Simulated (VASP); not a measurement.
A run of VASP 6.6.1 is set up as follows.

POSCAR

```
LiCl
1.0
    0.0000000000      2.6061560776      2.6061560776
    2.6061560776      0.0000000000      2.6061560776
    2.6061560776      2.6061560776      0.0000000000
Li Cl
1 1
Direct
    0.0000000000      0.0000000000      0.0000000000
    0.5000000000      0.5000000000      0.5000000000
```

The input INCAR.step1:

```
ALGO     = Normal         # electronic algorithm
EDIFF    = 1E-4           # SCF threshold, eV
ENCUT    = 520            # plane-wave cutoff, eV
GGA      = PE             # functional
ISMEAR   = 0              # smearing method
LASPH    = True           # aspherical terms in the spheres
LCHARG   = False          # write CHGCAR
LREAL    = False          # projectors in reciprocal space
LWAVE    = True           # write WAVECAR
NBANDS   = 12             # bands
NELM     = 100            # most SCF steps
PREC     = Accurate       # precision mode
SIGMA    = 0.01           # smearing width, eV
```

INCAR.step2

```
ALGO     = Normal         # electronic algorithm
EDIFF    = 1E-6           # SCF threshold, eV
ENCUT    = 520            # plane-wave cutoff, eV
ISIF     = 2              # what is computed and relaxed
ISMEAR   = 0              # smearing method
ISTART   = 1            
LASPH    = True           # aspherical terms in the spheres
LCHARG   = True           # write CHGCAR
LELF     = True           # ELF
LMIXTAU  = True         
LREAL    = False          # projectors in reciprocal space
LVHAR    = True         
LWAVE    = False          # write WAVECAR
METAGGA  = R2SCAN         # meta-GGA
NBANDS   = 12             # bands
NELM     = 100            # most SCF steps
PREC     = Accurate       # precision mode
SIGMA    = 0.01           # smearing width, eV
```

Contents of KPOINTS:

```
k-points
0
Gamma
  8 8 8
```

Potentials or basis: VASP PAW PBE potentials, release 64 (Li_sv, Cl).

Launch:

```bash
$ cat potpaw_PBE.64/Li_sv/POTCAR potpaw_PBE.64/Cl/POTCAR > POTCAR
$ cp INCAR.step1 INCAR
$ mpirun -np 1 vasp_std > vasp.out
$ cp INCAR.step2 INCAR
$ mpirun -np 1 vasp_std > vasp.out
```

(1) What does it give for the band gap on the k mesh?

## Answers

(1) 7.01 eV, direct.
